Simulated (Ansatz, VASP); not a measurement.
One calculation of Cu, two programs

```
Cu
1.0
     0.00000    1.78872    1.78872
     1.78872    0.00000    1.78872
     1.78872    1.78872    0.00000
Cu
1
Direct
  0.00000 0.00000 0.00000
```

Alike in both runs: task relaxation of cell and atoms; functional PBE; k mesh 18 × 18 × 18; occupations methfessel-paxton of order 1, width 0.1 eV; no spin polarisation.

|  | VASP | Ansatz |
| --- | --- | --- |
| version | VASP 6.6.1 | Ansatz 0.2.0 |
| potentials or method | VASP PAW PBE potentials, release 64 (Cu), cutoff 600 eV | plane-wave PAW DFT |
| valence electrons in the cell | 11 | 19 |

Ansatz gave:

```
relaxed volume (Å³/atom)                                     : 11.96
relaxed cell length with the largest relative difference (Å) : 2.567
```

Task: Estimate VASP's values.

Result: Relaxed volume (Å³/atom): 12.02; relaxed cell length with the largest relative difference (Å): 2.571.

VASP's potentials hold 11 valence electrons a cell and Ansatz's 19, so a difference there can come from the potentials and not from the codes.
